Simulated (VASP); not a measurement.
# CoO (Fm-3m) in VASP: settings compared

CoO is run at these levels: RPBE+D4+U, BLYP+U; tasks: single point.

Everything below comes from runs of VASP 6.6.1. Logs are shortened: lines on timing, memory, paths and dates and some standing lists are left out, and cuts for length are marked.

### Step 1. The cell of the first run

It takes space group Fm-3m (No. 225, cubic). Conventional cell: a = 4.378 Å, b = 4.378 Å, c = 4.378 Å, α = 90.00°, β = 90.00°, γ = 90.00°. Co (site symmetry m-3m) has 6 O at 2.19 Å within 2.9 Å. Within 2.9 Å of O (site symmetry m-3m) lie 6 Co at 2.19 Å.

### Step 2. Single point, RPBE+D4+U, collinear spin, ferromagnetic start (10.49 Å³/atom)

Input file INCAR:

```
SYSTEM = CoO
  ALGO = Normal
  EDIFF = 1E-6
  ENCUT = 700
  GGA = RP
  GGA_COMPAT = .FALSE.
  ISIF = 2
  ISMEAR = 0
  ISPIN = 2
  IVDW = 13
  LASPH = .TRUE.
  LCHARG = .FALSE.
  LDAU = .TRUE.
  LDAUJ = 0 0
  LDAUL = 2 -1
  LDAUPRINT = 1
  LDAUTYPE = 2
  LDAUU = 3.3 0
  LMAXMIX = 4
  LORBIT = 11
  LREAL = .FALSE.
  LWAVE = .FALSE.
  MAGMOM = 2.9 0.23
  NBANDS = 22
  NELM = 200
  PREC = Accurate
  SIGMA = 0.05
```

Input file KPOINTS:

```
k-points
0
G
  10 10 10
  0 0 0
```

Input file POSCAR:

```
CoO
1.0
    0.0000000000      2.1891653602      2.1891653602
    2.1891653602      0.0000000000      2.1891653602
    2.1891653602      2.1891653602      0.0000000000
Co O
1 1
Direct
    0.0000000000      0.0000000000      0.0000000000
    0.5000000000      0.5000000000      0.5000000000
```

Potentials or basis: VASP PAW PBE potentials, release 64 (Co_sv, O).

Started as:

```console
$ cat potpaw_PBE.64/Co_sv/POTCAR potpaw_PBE.64/O/POTCAR > POTCAR
$ mpirun -np 1 vasp_std > vasp.out
```

OUTCAR:

```text
SYSTEM = CoO
   EDIFF = 1E-6
   ENCUT = 700
   GGA = RP
   ISIF = 2
   ISMEAR = 0
   ISPIN = 2
   IVDW = 13
   LASPH = .TRUE.
   LORBIT = 11
   LREAL = .FALSE.
   NELM = 200
   PREC = Accurate

 ion  position               nearest neighbor table
   1  0.000  0.000  0.000-   2 2.19   2 2.19   2 2.19   2 2.19   2 2.19   2 2.19
   2  0.500  0.500  0.500-   1 2.19   1 2.19   1 2.19   1 2.19   1 2.19   1 2.19

  LATTYP: Found a face centered cubic cell.
 ALAT       =     4.3783307204

  Lattice vectors:

 A1 = (   0.0000000000,   2.1891653602,   2.1891653602)
 A2 = (   2.1891653602,   0.0000000000,   2.1891653602)
 A3 = (   2.1891653602,   2.1891653602,   0.0000000000)

Analysis of symmetry for initial positions (statically):
=====================================================================
 Subroutine PRICEL returns:
 Original cell was already a primitive cell.

 Routine SETGRP: Setting up the symmetry group for a
 face centered cubic supercell.

 Subroutine GETGRP returns: Found 48 space group operations
 (whereof 48 operations were pure point group operations)
 out of a pool of 48 trial point group operations.

The static configuration has the point symmetry O_h .

Analysis of symmetry for dynamics (positions and initial velocities):
=====================================================================
 Subroutine PRICEL returns:
 Original cell was already a primitive cell.

 Routine SETGRP: Setting up the symmetry group for a
 face centered cubic supercell.

 Subroutine GETGRP returns: Found 48 space group operations
 (whereof 48 operations were pure point group operations)
 out of a pool of 48 trial point group operations.

The dynamic configuration has the point symmetry O_h .

Analysis of structural, dynamic, and magnetic symmetry:
=====================================================================
 Subroutine PRICEL returns:
 Original cell was already a primitive cell.

 Routine SETGRP: Setting up the symmetry group for a
 face centered cubic supercell.

 Subroutine GETGRP returns: Found 48 space group operations
 (whereof 48 operations were pure point group operations)
 out of a pool of 48 trial point group operations.

The overall configuration has the point symmetry O_h .

 Subroutine INISYM returns: Found 48 space group operations
 (whereof 48 operations are pure point group operations),
 and found     1 'primitive' translations

----------------------------------------------------------------------------------------

                                     Primitive cell

  volume of cell :      20.9829

  direct lattice vectors                    reciprocal lattice vectors
     0.000000000  2.189165360  2.189165360    -0.228397548  0.228397548  0.228397548
     2.189165360  0.000000000  2.189165360     0.228397548 -0.228397548  0.228397548
     2.189165360  2.189165360  0.000000000     0.228397548  0.228397548 -0.228397548

  length of vectors
     3.095947343  3.095947343  3.095947343     0.395596157  0.395596157  0.395596157

  position of ions in fractional coordinates (direct lattice)
     0.000000000  0.000000000  0.000000000
     0.500000000  0.500000000  0.500000000

  ion indices of the primitive-cell ions
   primitive index   ion index
                 1           1
                 2           2

----------------------------------------------------------------------------------------

 KPOINTS: k-points

Automatic generation of k-mesh.
 Grid dimensions read from file:
 generate k-points for:   10   10   10

 Generating k-lattice:

  Cartesian coordinates                     Fractional coordinates (reciprocal lattice)
    -0.022839755  0.022839755  0.022839755     0.100000000  0.000000000  0.000000000
     0.022839755 -0.022839755  0.022839755     0.000000000  0.100000000  0.000000000
     0.022839755  0.022839755 -0.022839755     0.000000000  0.000000000  0.100000000

  Length of vectors
     0.039559616  0.039559616  0.039559616

  Shift w.r.t. Gamma in fractional coordinates (k-lattice)
     0.000000000  0.000000000  0.000000000

 Subroutine IBZKPT returns following result:
 ===========================================

 Found     47 irreducible k-points:

 Following reciprocal coordinates:
            Coordinates               Weight
  0.000000  0.000000  0.000000      1.000000
  0.100000  0.000000  0.000000      8.000000
  0.200000  0.000000  0.000000      8.000000
  0.300000  0.000000  0.000000      8.000000
  0.400000  0.000000  0.000000      8.000000
  0.500000  0.000000  0.000000      4.000000
[... 16 lines left out ...]
  0.300000  0.300000  0.000000      6.000000
  0.400000  0.300000  0.000000     24.000000
 [... further k-points ...]
   k-points           NKPTS =     47   k-points in BZ     NKDIM =     47   number of bands    NBANDS=     22
   number of dos      NEDOS =    301   number of ions     NIONS =      2
   total plane-waves  NPLWV =  21952
   dimension x,y,z NGX =    28 NGY =   28 NGZ =   28
   dimension x,y,z NGXF=    56 NGYF=   56 NGZF=   56
   ions per type =               1   1
   NGX,Y,Z   is equivalent  to a cutoff of  15.04, 15.04, 15.04 a.u.
   NGXF,Y,Z  is equivalent  to a cutoff of  30.07, 30.07, 30.07 a.u.
 SYSTEM =  CoO
   PREC   = accura    normal or accurate (medium, high low for compatibility)
   ISTART =      0    job   : 0-new  1-cont  2-samecut
   ICHARG =      2    charge: 1-file 2-atom 10-const
   ISPIN  =      2    spin polarized calculation?
   LNONCOLLINEAR =      F non collinear calculations
   LSORBIT =      F    spin-orbit coupling
   LASPH  =      T    aspherical Exc in radial PAW
   ENCUT  =  700.0 eV  51.45 Ry    7.17 a.u.   6.68  6.68  6.68*2*pi/ulx,y,z
   NELM   =    200;   NELMIN=  2; NELMDL= -5     # of ELM steps
   EDIFF  = 0.1E-05   stopping-criterion for ELM
   LREAL  =      F    real-space projection
   EDIFFG = 0.1E-04   stopping-criterion for IOM
   NSW    =      0    number of steps for IOM
   IBRION =     -1    ionic relax: 0-MD 1-quasi-New 2-CG
   NFREE  =      0    steps in history (QN), initial steepest desc. (CG)
   ISIF   =      2    stress and relaxation
   ISYM   =      2    0-nonsym 1-usesym 2-fastsym
   POTIM  = 0.5000    time-step for ionic-motion
   TEBEG  =    0.0;   TEEND  =   0.0 temperature during run
   PSTRESS=    0.0 pullay stress
   NELECT =      23.0000    total number of electrons
   NUPDOWN=      -1.0000    fix difference up-down
   EMIN   =  10.00;   EMAX   =-10.00  energy-range for DOS
   EFERMI =   0.00;   METHOD = LEGACY
   ISMEAR =     0;   SIGMA  =   0.05  broadening in eV -4-tet -1-fermi 0-gaus
   EFERMI_NEDOS =   21; number of points for ismear=-14 and -15
   IALGO  =     38    algorithm
   IMIX   =      4    mixing-type and parameters
     AMIX     =   0.40;   BMIX     =  1.00
     AMIX_MAG =   1.60;   BMIX_MAG =  1.00
  volume/ion in A,a.u.               =      10.49        70.80
  Fermi-wavevector in a.u.,A,eV,Ry     =   1.687960  3.189782 38.765852  2.849210
  Thomas-Fermi vector in A             =   2.770352
   LORBIT       =     11    0 simple, 1 ext, 2 COOP (PROOUT), +10 PAW based schemes
 LDA+U is selected, type is set to LDAUTYPE =  2
   angular momentum for each species LDAUL =     2   -1
   U (eV)           for each species LDAUU =   3.3  0.0
   J (eV)           for each species LDAUJ =   0.0  0.0
   GGA     = RP    functional components
   LHFCALC =     F    Hartree Fock is set to
   AEXX    =    0.0000 exact exchange contribution
   IVDW    =    13    specifies the selected vdW correction
   LEPSILON=     F    determine dielectric tensor
   LRPA    =     F    only Hartree local field effects (RPA)
 spin polarized calculation
 Gauss-broadening in eV      SIGMA  =   0.05
  energy-cutoff  :      700.00
  volume of cell :       20.98
 maximum number of plane-waves:       903
   NGX = 13   NGY = 13   NGZ = 13

atom =   1  type =  1  l = 2

 onsite density matrix

spin component  1

  0.9258  0.0000  0.0000  0.0000 -0.0000
  0.0000  0.9258 -0.0000  0.0000 -0.0000
  0.0000 -0.0000  0.9521  0.0000 -0.0000
  0.0000  0.0000  0.0000  0.9258 -0.0000
 -0.0000 -0.0000 -0.0000 -0.0000  0.9521

spin component  2

  0.6084 -0.0000  0.0000 -0.0000 -0.0000
 -0.0000  0.6084  0.0000  0.0000  0.0000
  0.0000  0.0000  0.0875  0.0000 -0.0000
 -0.0000  0.0000  0.0000  0.6084  0.0000
 -0.0000  0.0000 -0.0000  0.0000  0.0875

 occupancies and eigenvectors

  o =  0.0875  v =  0.0000  0.0000  0.0000  0.0000  0.0000  0.0000  0.0000 -0.9998  0.0000 -0.0173      0.0000  0.0000  0.0000  0.0000  0.0000  0.0000  0.0000  0.0000  0.0000  0.0000
  o =  0.0875  v =  0.0000  0.0000  0.0000  0.0000  0.0000  0.0000 -0.0000  0.0173 -0.0000 -0.9998      0.0000  0.0000  0.0000  0.0000  0.0000  0.0000  0.0000  0.0000  0.0000  0.0000
  o =  0.6084  v =  0.0000  0.0000  0.0000  0.0000  0.0000  1.0000  0.0000  0.0000  0.0000  0.0000      0.0000  0.0000  0.0000  0.0000  0.0000  0.0000  0.0000  0.0000  0.0000  0.0000
  o =  0.6084  v =  0.0000  0.0000  0.0000  0.0000  0.0000  0.0000 -0.3460  0.0000  0.9382 -0.0000      0.0000  0.0000  0.0000  0.0000  0.0000  0.0000  0.0000  0.0000  0.0000  0.0000
  o =  0.6084  v =  0.0000  0.0000  0.0000  0.0000  0.0000  0.0000 -0.9382 -0.0000 -0.3460 -0.0000      0.0000  0.0000  0.0000  0.0000  0.0000  0.0000  0.0000  0.0000  0.0000  0.0000
  o =  0.9258  v =  0.0000  0.2828  0.0000 -0.9592 -0.0000  0.0000  0.0000  0.0000  0.0000  0.0000      0.0000  0.0000  0.0000  0.0000  0.0000  0.0000  0.0000  0.0000  0.0000  0.0000
  o =  0.9258  v =  0.0000  0.9592 -0.0000  0.2828  0.0000  0.0000  0.0000  0.0000  0.0000  0.0000      0.0000  0.0000  0.0000  0.0000  0.0000  0.0000  0.0000  0.0000  0.0000  0.0000
  o =  0.9258  v =  1.0000  0.0000  0.0000  0.0000  0.0000  0.0000  0.0000  0.0000  0.0000  0.0000      0.0000  0.0000  0.0000  0.0000  0.0000  0.0000  0.0000  0.0000  0.0000  0.0000
  o =  0.9521  v =  0.0000 -0.0000 -1.0000 -0.0000 -0.0007  0.0000  0.0000  0.0000  0.0000  0.0000      0.0000  0.0000  0.0000  0.0000  0.0000  0.0000  0.0000  0.0000  0.0000  0.0000
  o =  0.9521  v =  0.0000  0.0000  0.0007  0.0000 -1.0000  0.0000  0.0000  0.0000  0.0000  0.0000      0.0000  0.0000  0.0000  0.0000  0.0000  0.0000  0.0000  0.0000  0.0000  0.0000

 number of electron      22.9999992 magnetization       2.9994641

 Free energy of the ion-electron system (eV)
  ---------------------------------------------------
  ext. energy  EPLUGINS =         0.00000000
  ---------------------------------------------------
  free energy    TOTEN  =       -10.21298325 eV

  energy without entropy =      -10.20594647  energy(sigma->0) =      -10.20946486

 E-fermi :   7.5829     XC(G=0): -11.9758

 val. band max:        7.5706276260   @ k =  -0.3000   0.2000   0.0000
 cond. band min:       7.5898423213   @ k =  -0.2000   0.3000   0.1000
 fundamental gap:      0.0192146952
 Fermi energy:         7.5829447740

 spin component 1

 k-point     1 :       0.0000    0.0000    0.0000
  band No.  band energies     occupation
      1     -89.3092      1.00000
      2     -52.4896      1.00000
      3     -52.4896      1.00000
      4     -52.4896      1.00000
      5     -11.5218      1.00000
      6       3.0889      1.00000
[... 574 lines left out ...]
      6       1.2604      1.00000
[... 14 lines left out ...]
     21      36.0868      0.00000
     22      37.3864      0.00000

 [... further k-points ...]

 spin component 2

 k-point     1 :       0.0000    0.0000    0.0000
  band No.  band energies     occupation
      1     -86.0546      1.00000
      2     -49.2885      1.00000
      3     -49.2884      1.00000
      4     -49.2883      1.00000
      5     -11.1198      1.00000
      6       5.7250      1.00000
[... 574 lines left out ...]
      6       2.2572      1.00000
[... 14 lines left out ...]
     21      36.6258      0.00000
     22      37.9003      0.00000

 [... further k-points ...]

------------------------ aborting loop because EDIFF is reached ----------------------------------------

  DFT-D4 for vdW energy calculation

  Edisp (eV):   -1.11873

  FORCE on cell =-STRESS in cart. coord.  units (eV):
  Direction    XX          YY          ZZ          XY          YZ          ZX
  --------------------------------------------------------------------------------------
  -------------------------------------------------------------------------------------
  Total      -1.78796    -1.78796    -1.78796     0.00000    -0.00000    -0.00000
  in kB    -136.52203  -136.52203  -136.52203     0.00000    -0.00000    -0.00000
  external pressure =     -136.52 kB  Pullay stress =        0.00 kB

 VOLUME and BASIS-vectors are now :
 -----------------------------------------------------------------------------
  energy-cutoff  :      700.00
  volume of cell :       20.98
      direct lattice vectors                 reciprocal lattice vectors
     0.000000000  2.189165360  2.189165360    -0.228397548  0.228397548  0.228397548
     2.189165360  0.000000000  2.189165360     0.228397548 -0.228397548  0.228397548
     2.189165360  2.189165360  0.000000000     0.228397548  0.228397548 -0.228397548

 POSITION                                       TOTAL-FORCE (eV/Angst)
 -----------------------------------------------------------------------------------
      0.00000      0.00000      0.00000        -0.000000     -0.000000     -0.000000
      2.18917      2.18917      2.18917         0.000000      0.000000      0.000000
 -----------------------------------------------------------------------------------
    total drift:                                0.000000      0.000000      0.000000

  FREE ENERGIE OF THE ION-ELECTRON SYSTEM (eV)
  ---------------------------------------------------
  free  energy   TOTEN  =       -11.3317123876 eV

  energy  without entropy=      -11.3246756080  energy(sigma->0) =      -11.32819400

 total charge

# of ion       s       p       d       tot
------------------------------------------
    1        2.133   6.055   6.657  14.845
    2        1.554   3.425   0.000   4.979
--------------------------------------------------
tot          3.687   9.480   6.657  19.824

 magnetization (x)

# of ion       s       p       d       tot
------------------------------------------
    1        0.013   0.009   2.678   2.700
    2        0.022   0.217   0.000   0.239
--------------------------------------------------
tot          0.035   0.227   2.678   2.940
```

Run time: 36 s. Hardware: 1 thread of Intel Xeon 6975P-C (Granite Rapids), shared host; peak memory 0.2 GiB.

Results:

```yaml
Free_energy: -11.3317 eV
Pressure: -13.7 GPa
Band_gap_on_the_k_mesh: zero (filled and empty bands overlap)
Net_moment: 3.00 μB per cell
Site_moments: Co +2.70; O +0.24 μB
Valence_electrons_inside_the_program's_atomic_spheres: Co 14.85; O 4.98
Dispersion_energy_per_atom: -0.559 eV
```

Eigenvalues of the final occupation matrices:
```tsv
site	spin	trace	eigenvalues
site 1 d	1	4.68	0.93 0.93 0.93 0.95 0.95
site 1 d	2	2.00	0.09 0.09 0.61 0.61 0.61
```

Caveat: the cell stands under tension; the PAW data sets were made with another functional, which shifts forces and pressure a little; a cell with one magnetic atom can't hold antiferromagnetic order, which such compounds often take.

### Step 3. Single point, BLYP+U, collinear spin, ferromagnetic start (10.31 Å³/atom)

This run uses another cell than the first one, of 10.31 Å³/atom.

Input file INCAR:

```
SYSTEM = CoO
PREC = Accurate ; ENCUT = 700
EDIFF = 1E-6 ; ISMEAR = 0
SIGMA = 0.05 ; LREAL = .FALSE.
LASPH = .TRUE. ; NELM = 200
ALGO = Normal ; ISIF = 2
LWAVE = .FALSE. ; LCHARG = .FALSE.
ISPIN = 2 ; MAGMOM = 2.87 0.26
LORBIT = 11 ; LMAXMIX = 4
LDAU = .TRUE. ; LDAUTYPE = 2
LDAUL = 2 -1 ; LDAUU = 3.3 0
LDAUJ = 0 0 ; LDAUPRINT = 1
GGA = B5 ; ALDAX = 1.0
AGGAX = 1.0 ; AGGAC = 1.0
ALDAC = 0.0 ; NBANDS = 22
GGA_COMPAT = .FALSE.
```

Input file KPOINTS:

```
regular mesh
0
G
  10 10 10
  0 0 0
```

Input file POSCAR:

```
CoO
1.0
    0.0000000000      2.1766440347      2.1766440347
    2.1766440347      0.0000000000      2.1766440347
    2.1766440347      2.1766440347      0.0000000000
Co O
1 1
Direct
    0.0000000000      0.0000000000      0.0000000000
    0.5000000000      0.5000000000      0.5000000000
```

Potentials or basis: VASP PAW PBE potentials, release 64 (Co_sv, O).

Started as:

```console
$ cat potpaw_PBE.64/Co_sv/POTCAR potpaw_PBE.64/O/POTCAR > POTCAR
$ mpirun -np 1 vasp_std > vasp.out
```

It took 65 s on 1 thread of Intel Xeon 6975P-C (Granite Rapids), shared host; peak memory 0.19 GiB.

Results (log left out):

```
Free energy                                           : -10.1051 eV
Pressure                                              : -4.5 GPa
Band gap on the k mesh                                : zero (filled and empty bands overlap)
Net moment                                            : 3.00 μB per cell
Site moments                                          : Co +2.67; O +0.26 μB
Valence electrons inside the program's atomic spheres : Co 14.88; O 4.98
```

Levels at points of the mesh, in eV from the Fermi level:
Spin up:
```
           k point  band 10  band 11  band 12  band 13  band 14  band 15  band 16  band 17
(0.00, 0.00, 0.00)    -3.92    -2.28    -2.28    -2.28     1.39    17.71    17.94    17.94
(0.50, 0.00, 0.00)    -3.39    -2.59    -0.23    -0.23     5.73     9.29    13.56    13.56
(0.50, 0.50, 0.00)    -3.40    -3.40    -3.15    -3.15     5.89    10.18    11.86    15.59
```
Spin down:
| k point | band 8 | band 9 | band 10 | band 11 | band 12 | band 13 |
| --- | --- | --- | --- | --- | --- | --- |
| (0.00, 0.00, 0.00) | -1.80 | -0.99 | -0.99 | -0.99 | 1.78 | 1.78 |
| (0.50, 0.00, 0.00) | -3.49 | -0.09 | -0.09 | 0.18 | 3.98 | 3.98 |
| (0.50, 0.50, 0.00) | -2.96 | -1.88 | 0.04 | 0.04 | 2.23 | 2.55 |

Eigenvalues of the final occupation matrices:
| site | spin | trace | eigenvalues |
| --- | --- | --- | --- |
| site 1 d | 1 | 4.69 | 0.93 0.93 0.93 0.95 0.95 |
| site 1 d | 2 | 2.03 | 0.10 0.10 0.61 0.61 0.61 |

Caveat: the cell stands under tension; the PAW data sets were made with another functional, which shifts forces and pressure a little; a cell with one magnetic atom can't hold antiferromagnetic order, which such compounds often take.
